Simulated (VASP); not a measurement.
# GaN (P6_3mc) in VASP: single point with r2SCAN

Aim: the single point of GaN with r2SCAN.

All numbers are computed with VASP 6.6.1; they aren't measurements. Logs are shortened: lines on timing, memory, paths and dates and some standing lists are left out, and cuts for length are marked.

### Step 1. The cell of the first run

It takes space group P6_3mc (No. 186, hexagonal). Conventional cell: a = 3.215 Å, b = 3.215 Å, c = 5.159 Å, α = 90.00°, β = 90.00°, γ = 120.00°. Ga (site symmetry 3m) has 4 N at 1.96 Å within 2.6 Å. N (site symmetry 3m) has 4 Ga at 1.96 Å within 2.6 Å.

### Step 2. Single point, r2SCAN (film at in-plane strain +0.01)

Input file POSCAR:

```
GaN
1.0
    3.2149335838      0.0000000000      0.0000000000
   -1.6074667919      2.7842141550      0.0000000000
    0.0000000000      0.0000000000      5.1590415469
Ga N
2 2
Direct
    0.3333333333      0.6666666667     -0.0020697959
    0.6666666667      0.3333333333      0.4979302041
    0.3333333333      0.6666666667      0.3770697959
    0.6666666667      0.3333333333      0.8770697959
```

Input file INCAR.step1:

```
PREC = Accurate
ENCUT = 1460
ISMEAR = 0
SIGMA = 0.01
LREAL = F
LASPH = T
NELM = 120
NBANDS = 26
GGA = PE
ALGO = Normal
EDIFF = 1E-5
LWAVE = T
LCHARG = F
GGA_COMPAT = F
```

Input file INCAR.step2:

```
PREC = Accurate
ENCUT = 1460
EDIFF = 1E-6
ISMEAR = 0
SIGMA = 0.01
LREAL = F
LASPH = T
NELM = 120
ALGO = Normal
ISIF = 2
LWAVE = F
LCHARG = T
METAGGA = R2SCAN
LMIXTAU = T
LELF = T
LVHAR = T
NBANDS = 26
ISTART = 1
GGA_COMPAT = F
```

Input file KPOINTS:

```
Automatic mesh
0
Gamma
  8 8 4
```

Potentials or basis: VASP PAW PBE potentials, release 64 (Ga_d, N_h).

On the command line:

```console
$ cat potpaw_PBE.64/Ga_d/POTCAR potpaw_PBE.64/N_h/POTCAR > POTCAR
$ cp INCAR.step1 INCAR
$ mpirun -np 1 vasp_std > vasp.out
$ cp INCAR.step2 INCAR
$ mpirun -np 1 vasp_std > vasp.out
```

OUTCAR:

```text
PREC = Accurate
   ENCUT = 1460
   EDIFF = 1E-6
   ISMEAR = 0
   LREAL = F
   LASPH = T
   NELM = 120
   ISIF = 2
   METAGGA = R2SCAN
   ISTART = 1

 ion  position               nearest neighbor table
   1  0.333  0.667  0.998-   3 1.96   4 1.96   4 1.96   4 1.96
   2  0.667  0.333  0.498-   4 1.96   3 1.96   3 1.96   3 1.96
   3  0.333  0.667  0.377-   1 1.96   2 1.96   2 1.96   2 1.96
   4  0.667  0.333  0.877-   2 1.96   1 1.96   1 1.96   1 1.96

  LATTYP: Found a hexagonal cell.
 ALAT       =     3.2149335838
 C/A-ratio  =     1.6047117032

  Lattice vectors:

 A1 = (   3.2149335838,   0.0000000000,   0.0000000000)
 A2 = (  -1.6074667919,   2.7842141550,   0.0000000000)
 A3 = (   0.0000000000,   0.0000000000,   5.1590415469)

Analysis of symmetry for initial positions (statically):
=====================================================================
 Subroutine PRICEL returns:
 Original cell was already a primitive cell.

 Routine SETGRP: Setting up the symmetry group for a
 hexagonal supercell.

 Subroutine GETGRP returns: Found 12 space group operations
 (whereof  6 operations were pure point group operations)
 out of a pool of 24 trial point group operations.

The static configuration has the point symmetry C_3v.
 The point group associated with its full space group is C_6v.

Analysis of symmetry for dynamics (positions and initial velocities):
=====================================================================
 Subroutine PRICEL returns:
 Original cell was already a primitive cell.

 Routine SETGRP: Setting up the symmetry group for a
 hexagonal supercell.

 Subroutine GETGRP returns: Found 12 space group operations
 (whereof  6 operations were pure point group operations)
 out of a pool of 24 trial point group operations.

The dynamic configuration has the point symmetry C_3v.
 The point group associated with its full space group is C_6v.

 Subroutine INISYM returns: Found 12 space group operations
 (whereof  6 operations are pure point group operations),
 and found     1 'primitive' translations

----------------------------------------------------------------------------------------

                                     Primitive cell

  volume of cell :      46.1789

  direct lattice vectors                    reciprocal lattice vectors
     3.214933584  0.000000000  0.000000000     0.311048416  0.179583887  0.000000000
    -1.607466792  2.784214155  0.000000000     0.000000000  0.359167774  0.000000000
     0.000000000  0.000000000  5.159041547     0.000000000  0.000000000  0.193834454

  length of vectors
     3.214933584  3.214933584  5.159041547     0.359167774  0.359167774  0.193834454

  position of ions in fractional coordinates (direct lattice)
     0.333333333  0.666666667  0.997930204
     0.666666667  0.333333333  0.497930204
     0.333333333  0.666666667  0.377069796
     0.666666667  0.333333333  0.877069796

  ion indices of the primitive-cell ions
   primitive index   ion index
                 1           1
                 2           2
                 3           3
                 4           4

----------------------------------------------------------------------------------------

 KPOINTS: Automatic mesh

Automatic generation of k-mesh.
 Grid dimensions read from file:
 generate k-points for:    8    8    4

 Generating k-lattice:

  Cartesian coordinates                     Fractional coordinates (reciprocal lattice)
     0.038881052  0.022447986  0.000000000     0.125000000  0.000000000  0.000000000
     0.000000000  0.044895972  0.000000000     0.000000000  0.125000000  0.000000000
     0.000000000  0.000000000  0.048458613     0.000000000  0.000000000  0.250000000

  Length of vectors
     0.044895972  0.044895972  0.048458613

  Shift w.r.t. Gamma in fractional coordinates (k-lattice)
     0.000000000  0.000000000  0.000000000

 Subroutine IBZKPT returns following result:
 ===========================================

 Found     30 irreducible k-points:

 Following reciprocal coordinates:
            Coordinates               Weight
  0.000000  0.000000  0.000000      1.000000
  0.125000 -0.000000  0.000000      6.000000
  0.250000 -0.000000  0.000000      6.000000
  0.375000  0.000000  0.000000      6.000000
  0.500000 -0.000000  0.000000      3.000000
  0.125000  0.125000  0.000000      6.000000
[... 16 lines left out ...]
  0.250000 -0.000000  0.500000      6.000000
  0.375000  0.000000  0.500000      6.000000
 [... further k-points ...]
   k-points           NKPTS =     30   k-points in BZ     NKDIM =     30   number of bands    NBANDS=     26
   number of dos      NEDOS =    301   number of ions     NIONS =      4
   total plane-waves  NPLWV = 102400
   dimension x,y,z NGX =    40 NGY =   40 NGZ =   64
   dimension x,y,z NGXF=    80 NGYF=   80 NGZF=  128
   ions per type =               2   2
   NGX,Y,Z   is equivalent  to a cutoff of  20.68, 20.68, 20.62 a.u.
   NGXF,Y,Z  is equivalent  to a cutoff of  41.37, 41.37, 41.25 a.u.
 SYSTEM =  unknown system
   PREC   = accura    normal or accurate (medium, high low for compatibility)
   ISTART =      1    job   : 0-new  1-cont  2-samecut
   ICHARG =      0    charge: 1-file 2-atom 10-const
   ISPIN  =      1    spin polarized calculation?
   LNONCOLLINEAR =      F non collinear calculations
   LSORBIT =      F    spin-orbit coupling
   LASPH  =      T    aspherical Exc in radial PAW
   ENCUT  = 1460.0 eV 107.31 Ry   10.36 a.u.  10.02 10.02 16.07*2*pi/ulx,y,z
   NELM   =    120;   NELMIN=  2; NELMDL=  0     # of ELM steps
   EDIFF  = 0.1E-05   stopping-criterion for ELM
   LREAL  =      F    real-space projection
   EDIFFG = 0.1E-04   stopping-criterion for IOM
   NSW    =      0    number of steps for IOM
   IBRION =     -1    ionic relax: 0-MD 1-quasi-New 2-CG
   NFREE  =      0    steps in history (QN), initial steepest desc. (CG)
   ISIF   =      2    stress and relaxation
   ISYM   =      2    0-nonsym 1-usesym 2-fastsym
   POTIM  = 0.5000    time-step for ionic-motion
   TEBEG  =    0.0;   TEEND  =   0.0 temperature during run
   PSTRESS=    0.0 pullay stress
   NELECT =      36.0000    total number of electrons
   NUPDOWN=      -1.0000    fix difference up-down
   EMIN   =  10.00;   EMAX   =-10.00  energy-range for DOS
   EFERMI =   0.00;   METHOD = LEGACY
   ISMEAR =     0;   SIGMA  =   0.01  broadening in eV -4-tet -1-fermi 0-gaus
   EFERMI_NEDOS =   21; number of points for ismear=-14 and -15
   IALGO  =     38    algorithm
   IMIX   =      4    mixing-type and parameters
     AMIX     =   0.40;   BMIX     =  1.00
     AMIX_MAG =   1.60;   BMIX_MAG =  1.00
  volume/ion in A,a.u.               =      11.54        77.91
  Fermi-wavevector in a.u.,A,eV,Ry     =   1.506703  2.847257 30.887337  2.270155
  Thomas-Fermi vector in A             =   2.617386
   LORBIT       =      0    0 simple, 1 ext, 2 COOP (PROOUT), +10 PAW based schemes
   METAGGA = R2SCAN    functional components
   LHFCALC =     F    Hartree Fock is set to
   AEXX    =    0.0000 exact exchange contribution
   IVDW    =     0    specifies the selected vdW correction
   LEPSILON=     F    determine dielectric tensor
   LRPA    =     F    only Hartree local field effects (RPA)
 non-spin polarized calculation
 Gauss-broadening in eV      SIGMA  =   0.01
  energy-cutoff  :     1460.00
  volume of cell :       46.18
 maximum number of plane-waves:      5882
   NGX = 21   NGY = 21   NGZ = 33

 number of electron      36.0000002 magnetization

 Free energy of the ion-electron system (eV)
  ---------------------------------------------------
  ext. energy  EPLUGINS =         0.00000000
  ---------------------------------------------------
  free energy    TOTEN  =       -43.81982801 eV

  energy without entropy =      -43.81982801  energy(sigma->0) =      -43.81982801

 E-fermi :   5.3787     XC(G=0): -12.5657

 val. band max:        5.2522811442   @ k =   0.0000   0.0000   0.0000
 cond. band min:       7.4880621420   @ k =   0.0000   0.0000   0.0000
 fundamental gap:      2.2357809977
 Fermi energy:         5.3787183281

 k-point     1 :       0.0000    0.0000    0.0000
  band No.  band energies     occupation
      1     -11.4525      2.00000
      2     -10.4836      2.00000
      3      -8.5837      2.00000
      4      -8.5715      2.00000
      5      -8.5715      2.00000
      6      -8.5044      2.00000
[... 18 lines left out ...]
     25      17.5156      0.00000
     26      17.5156      0.00000

 k-point     2 :       0.1250   -0.0000    0.0000
  band No.  band energies     occupation
      1     -11.3069      2.00000
      2     -10.4444      2.00000
      3      -8.5683      2.00000
      4      -8.5506      2.00000
      5      -8.5194      2.00000
      6      -8.4840      2.00000
[... 18 lines left out ...]
     25      17.2387      0.00000
     26      17.8660      0.00000

 k-point     3 :       0.2500   -0.0000    0.0000
  band No.  band energies     occupation
      1     -10.9575      2.00000
      2     -10.3665      2.00000
      3      -8.5287      2.00000
      4      -8.5122      2.00000
      5      -8.4394      2.00000
      6      -8.4041      2.00000
[... 18 lines left out ...]
     25      17.2806      0.00000
     26      18.5971      0.00000

 k-point     4 :       0.3750    0.0000    0.0000
  band No.  band energies     occupation
      1     -10.6324      2.00000
      2     -10.3147      2.00000
      3      -8.5105      2.00000
      4      -8.4947      2.00000
      5      -8.3963      2.00000
      6      -8.3382      2.00000
[... 18 lines left out ...]
     25      17.7486      0.00000
     26      19.3391      0.00000
[... 496 lines left out ...]
      1     -10.7826      2.00000
      2     -10.7826      2.00000
      3      -8.5313      2.00000
      4      -8.5313      2.00000
      5      -8.5215      2.00000
      6      -8.5215      2.00000
[... 18 lines left out ...]
     25      16.5471      0.00000
     26      16.5471      0.00000

 k-point    23 :       0.2500   -0.0000    0.5000
  band No.  band energies     occupation
      1     -10.5751      2.00000
      2     -10.5751      2.00000
      3      -8.5002      2.00000
      4      -8.5002      2.00000
      5      -8.4607      2.00000
      6      -8.4607      2.00000
[... 18 lines left out ...]
     25      17.4333      0.00000
     26      17.4333      0.00000

 k-point    24 :       0.3750    0.0000    0.5000
  band No.  band energies     occupation
      1     -10.4080      2.00000
      2     -10.4080      2.00000
      3      -8.5019      2.00000
      4      -8.5019      2.00000
      5      -8.4106      2.00000
      6      -8.4106      2.00000
[... 18 lines left out ...]
     25      18.0232      0.00000
     26      18.0232      0.00000

 [... further k-points ...]

------------------------ aborting loop because EDIFF is reached ----------------------------------------

  FORCE on cell =-STRESS in cart. coord.  units (eV):
  Direction    XX          YY          ZZ          XY          YZ          ZX
  --------------------------------------------------------------------------------------
  -------------------------------------------------------------------------------------
  Total       -0.9805046     -0.9805046      0.2687680      0.0000000      0.0000000      0.0000000
  in kB      -34.0186073    -34.0186073      9.3249046      0.0000000      0.0000000      0.0000000
  external PRESSURE =     -19.5707700 kB  Pullay stress =       0.0000000 kB

 VOLUME and BASIS-vectors are now :
 -----------------------------------------------------------------------------
  energy-cutoff  :     1460.00
  volume of cell :       46.18
      direct lattice vectors                 reciprocal lattice vectors
     3.214933584  0.000000000  0.000000000     0.311048416  0.179583887  0.000000000
    -1.607466792  2.784214155  0.000000000     0.000000000  0.359167774  0.000000000
     0.000000000  0.000000000  5.159041547     0.000000000  0.000000000  0.193834454

 POSITION                                       TOTAL-FORCE (eV/Angst)
 -----------------------------------------------------------------------------------
     -0.00000      1.85614      5.14836         0.000000      0.000000     -0.003384
      1.60747      0.92807      2.56884        -0.000000      0.000000     -0.003384
     -0.00000      1.85614      1.94532        -0.000000      0.000000      0.003384
      1.60747      0.92807      4.52484         0.000000     -0.000000      0.003384
 -----------------------------------------------------------------------------------
    total drift:                               -0.000000      0.000000     -0.006925

  FREE ENERGIE OF THE ION-ELECTRON SYSTEM (eV)
  ---------------------------------------------------
  free  energy   TOTEN  =       -43.8198280088 eV

  energy  without entropy=      -43.8198280088  energy(sigma->0) =      -43.81982801
```

Wall time 7.9 min (1 thread of Intel Xeon Platinum 8488C (Sapphire Rapids), shared host); peak memory 0.44 GiB.

What came out:

```yaml
Free_energy: -43.8198 eV
Pressure: -2.0 GPa
Largest_force: 0.003 eV/Å
Band_gap_on_the_k_mesh: 2.24 eV
```

Forces on the atoms (eV/Å):
```
Ga   0.000  0.000 -0.003
Ga   0.000  0.000 -0.003
N    0.000  0.000  0.003
N    0.000  0.000  0.003
```

Stress tensor (GPa, compression positive):
```
-3.40  0.00  0.00
 0.00 -3.40  0.00
 0.00  0.00  0.93
```

Caveat: the cell differs from its parent crystal (film at in-plane strain +0.01); the PAW data sets were made with another functional, which shifts forces and pressure a little.
